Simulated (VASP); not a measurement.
# PtSe2 (P-3m1) in VASP: further runs, part 2 of 2

VASP 6.6.1. Earlier steps stand in the parts before.

## (3) Single point, PBEsol (strain -0.080 along x and y, -0.080 along z)

Contents of INCAR:

```
PREC = Accurate
ENCUT = 520
EDIFF = 1E-6
ISMEAR = 0
SIGMA = 0.15
LREAL = F
LASPH = T
NELM = 60
ALGO = Normal
ISIF = 2
LWAVE = F
LCHARG = T
GGA = PS
LELF = T
LVHAR = T
NBANDS = 18
```

Contents of KPOINTS:

```
regular mesh
0
Gamma
  12 12 10
```

Contents of POSCAR:

```
PtSe2
1.0
    3.4260805562      0.0000000000      0.0000000000
   -1.7130402781      2.9670727971      0.0000000000
    0.0000000000      0.0000000000      4.6570400000
Pt Se
1 2
Direct
    0.0000000000      0.0000000000      0.0000000000
    0.3333333333      0.6666666667      0.2500000000
    0.6666666667      0.3333333333      0.7500000000
```

Potentials or basis: VASP PAW PBE potentials, release 64 (Pt, Se).

Command:

```
$ cat potpaw_PBE.64/Pt/POTCAR potpaw_PBE.64/Se/POTCAR > POTCAR
$ mpirun -np 1 vasp_std > vasp.out
```

OUTCAR:

```text
PREC = Accurate
   ENCUT = 520
   EDIFF = 1E-6
   ISMEAR = 0
   LREAL = F
   LASPH = T
   NELM = 60
   ISIF = 2
   GGA = PS

 ion  position               nearest neighbor table
   1  0.000  0.000  0.000-   2 2.30   3 2.30   3 2.30   2 2.30   3 2.30   2 2.30
   2  0.333  0.667  0.250-   1 2.30   1 2.30   1 2.30
   3  0.667  0.333  0.750-   1 2.30   1 2.30   1 2.30

  LATTYP: Found a hexagonal cell.
 ALAT       =     3.4260805562
 C/A-ratio  =     1.3592908642

  Lattice vectors:

[... 194 lines left out ...]
      5       1.3476      2.00000
      6       4.5050      2.00000
[... 481 lines left out ...]
      5       1.9621      2.00000
      6       3.9121      2.00000
[... 10 lines left out ...]
     17      19.1881      0.00000
     18      19.4137      0.00000

 [... further k-points ...]
[... 5 lines left out ...]
  --------------------------------------------------------------------------------------
  -------------------------------------------------------------------------------------
  Total       21.6690099     21.6690099     14.2347465     -0.0000000      0.0000000      0.0000000
  in kB      733.3544150    733.3544150    481.7531696     -0.0000000      0.0000000      0.0000000
  external PRESSURE =     649.4873332 kB  Pullay stress =       0.0000000 kB

 VOLUME and BASIS-vectors are now :
 -----------------------------------------------------------------------------
  energy-cutoff  :      520.00
  volume of cell :       47.34
      direct lattice vectors                 reciprocal lattice vectors
     3.426080556  0.000000000  0.000000000     0.291878718  0.168516256  0.000000000
    -1.713040278  2.967072797  0.000000000     0.000000000  0.337032513  0.000000000
     0.000000000  0.000000000  4.657040000     0.000000000  0.000000000  0.214728669

 POSITION                                       TOTAL-FORCE (eV/Angst)
 -----------------------------------------------------------------------------------
      0.00000      0.00000      0.00000         0.000000      0.000000     -0.000000
     -0.00000      1.97805      1.16426         0.000000      0.000000      5.122647
      1.71304      0.98902      3.49278        -0.000000      0.000000     -5.122647
 -----------------------------------------------------------------------------------
    total drift:                               -0.000000     -0.000000     -0.000000

  FREE ENERGIE OF THE ION-ELECTRON SYSTEM (eV)
  ---------------------------------------------------
  free  energy   TOTEN  =       -13.6237066994 eV

  energy  without entropy=      -13.6166354729  energy(sigma->0) =      -13.62017109
```

OSZICAR:

```text
N       E                     dE             d eps       ncg     rms          rms(c)
DAV:   1     0.117952646424E+03    0.11795E+03   -0.10587E+04  5928   0.111E+03
DAV:   2    -0.975356693893E+01   -0.12771E+03   -0.12379E+03  7052   0.229E+02
DAV:   3    -0.145453379399E+02   -0.47918E+01   -0.47583E+01  7064   0.440E+01
DAV:   4    -0.145764262700E+02   -0.31088E-01   -0.31078E-01  7184   0.378E+00
DAV:   5    -0.145766763117E+02   -0.25004E-03   -0.25004E-03  7008   0.346E-01    0.241E+01
DAV:   6    -0.137733408558E+02    0.80334E+00   -0.30160E+00  6092   0.172E+01    0.131E+01
DAV:   7    -0.136655690087E+02    0.10777E+00   -0.55958E-01  5996   0.740E+00    0.583E+00
DAV:   8    -0.136242392163E+02    0.41330E-01   -0.49631E-02  6482   0.241E+00    0.694E-01
DAV:   9    -0.136238073418E+02    0.43187E-03   -0.72915E-03  6622   0.665E-01    0.200E-01
DAV:  10    -0.136237179804E+02    0.89361E-04   -0.78700E-04  6526   0.229E-01    0.893E-02
DAV:  11    -0.136237074146E+02    0.10566E-04   -0.73398E-05  6494   0.823E-02    0.370E-02
DAV:  12    -0.136237066994E+02    0.71520E-06   -0.83979E-06  6358   0.257E-02
   1 F= -.13623707E+02 E0= -.13620171E+02  d E =-.707123E-02
```

stdout:

```text
POSCAR found type information on POSCAR PtSe
 POSCAR found :  2 types and       3 ions
 scaLAPACK will be used
 -----------------------------------------------------------------------------
|                                                                             |
|                                                                             |
|     You enforced a specific xc type in the INCAR file but a different       |
|     I HOPE YOU KNOW WHAT YOU ARE DOING!                                     |
|                                                                             |
 -----------------------------------------------------------------------------

 LDA part: xc-table for (Slater+PW92), standard interpolation
 POSCAR, INCAR and KPOINTS ok, starting setup
 FFT: planning ... GRIDC
 FFT: planning ... GRID_SOFT
 FFT: planning ... GRID
 WAVECAR not read
 entering main loop
```

It took 44 s on 1 thread of Intel Xeon 6975P-C (Granite Rapids), shared host; peak memory 0.27 GiB.

Results:

```yaml
Free_energy: -13.6237 eV
Pressure: 64.9 GPa
Largest_force: 5.123 eV/Å
Band_gap_on_the_k_mesh: zero (band 11 reaches 10.63 eV, above the bottom of band 12 at 10.39 eV)
```

Forces in eV/Å, atoms in the order of the input:
```
Pt   0.000  0.000  0.000
Se   0.000  0.000  5.123
Se   0.000  0.000 -5.123
```

Stress tensor (GPa, compression positive):
```
73.34  0.00  0.00
 0.00 73.34  0.00
 0.00  0.00 48.18
```

Levels at points of the mesh, in eV from the Fermi level:
| k point | band 9 | band 10 | band 11 | band 12 | band 13 | band 14 |
| --- | --- | --- | --- | --- | --- | --- |
| (0.00, 0.00, 0.00) | -1.48 | -1.48 | 0.16 | 1.76 | 1.76 | 2.91 |
| (0.50, 0.00, 0.00) | -4.95 | -4.89 | -3.65 | 0.68 | 3.27 | 5.24 |
| (0.00, 0.00, 0.50) | -2.09 | -2.09 | -1.44 | 3.20 | 3.20 | 4.18 |
| (0.50, 0.00, 0.50) | -4.52 | -4.00 | -1.85 | 1.01 | 2.46 | 3.77 |

Caveat: the cell differs from its parent crystal (strain -0.080 along x and y, -0.080 along z); the PAW data sets were made with another functional, which shifts forces and pressure a little; spin-orbit coupling is left out, which moves the levels of the heavy elements.

## (4) Single point, PBEsol (strain -0.080 along x and y, -0.040 along z)

Contents of INCAR:

```
SYSTEM = PtSe2
  PREC = Accurate
  ENCUT = 520
  EDIFF = 1E-7
  ISMEAR = 0
  SIGMA = 0.15
  LREAL = .FALSE.
  LASPH = .TRUE.
  NELM = 100
  ALGO = Normal
  ISIF = 2
  LWAVE = .FALSE.
  LCHARG = .TRUE.
  GGA = PS
  LELF = .TRUE.
  LVHAR = .TRUE.
  NBANDS = 18
```

Contents of KPOINTS:

```
Automatic mesh
0
G
  12 12 10
  0 0 0
```

Edit POSCAR of step 3 so:

```diff
@@ -4,3 +4,3 @@
    -1.7130402781      2.9670727971      0.0000000000
-    0.0000000000      0.0000000000      4.6570400000
+    0.0000000000      0.0000000000      4.8595200000
 Pt Se
```

Command:

```
$ cat potpaw_PBE.64/Pt/POTCAR potpaw_PBE.64/Se/POTCAR > POTCAR
$ mpirun -np 1 vasp_std > vasp.out
```

Run time: 53 s. Hardware: 1 thread of Intel Xeon 6975P-C (Granite Rapids), shared host; peak memory 0.28 GiB.

Results (log left out):

```yaml
Free_energy: -14.1783 eV
Pressure: 52.3 GPa
Largest_force: 4.122 eV/Å
Band_gap_on_the_k_mesh: zero (band 11 reaches 9.80 eV, above the bottom of band 12 at 9.60 eV)
```

Forces in eV/Å, atoms in the order of the input:
```
Pt   0.000  0.000  0.000
Se   0.000  0.000  4.122
Se   0.000  0.000 -4.122
```

Stress tensor (GPa, compression positive):
```
59.27  0.00  0.00
 0.00 59.27  0.00
 0.00  0.00 38.28
```

Levels at points of the mesh, in eV from the Fermi level:
| k point | band 7 | band 8 | band 9 | band 10 | band 11 | band 12 | band 13 | band 14 | band 15 | band 16 |
| --- | --- | --- | --- | --- | --- | --- | --- | --- | --- | --- |
| (0.00, 0.00, 0.00) | -5.56 | -3.54 | -1.25 | -1.25 | 0.17 | 1.92 | 1.92 | 3.26 | 5.90 | 7.18 |
| (0.50, 0.00, 0.00) | -5.09 | -4.69 | -4.47 | -4.41 | -3.54 | 0.71 | 3.08 | 5.35 | 5.51 | 7.00 |
| (0.00, 0.00, 0.50) | -5.60 | -4.05 | -1.75 | -1.75 | -1.54 | 3.09 | 3.09 | 4.29 | 6.88 | 6.88 |
| (0.50, 0.00, 0.50) | -4.77 | -4.70 | -4.22 | -3.61 | -1.92 | 1.16 | 2.48 | 3.87 | 4.92 | 6.28 |

Caveat: the cell differs from its parent crystal (strain -0.080 along x and y, -0.040 along z); the PAW data sets were made with another functional, which shifts forces and pressure a little; spin-orbit coupling is left out, which moves the levels of the heavy elements.

## (5) Summary

```tsv
cell	gap on the mesh (eV)	pressure (GPa)	largest force (eV/Å)
a = 3.426, b = 3.426, c = 5.467 Å, angles 90.0, 90.0, 120.0°, 3 atoms	0.17	23.9	1.43
a = 3.426, b = 3.426, c = 4.657 Å, angles 90.0, 90.0, 120.0°, 3 atoms	none	64.9	5.12
a = 3.426, b = 3.426, c = 4.860 Å, angles 90.0, 90.0, 120.0°, 3 atoms	none	52.3	4.12
```

Alike in all rows: task single point; level PBEsol; potentials or basis VASP PAW PBE potentials, release 64 (Pt, Se); no spin polarisation; k mesh 12 × 12 × 10; cutoff (eV) 520; smearing gaussian 0.15 eV.

Caveats: the PAW data sets were made with another functional, which shifts forces and pressure a little; spin-orbit coupling is left out, which moves the levels of the heavy elements.

Absolute energies hang on the potentials; compare differences alone.
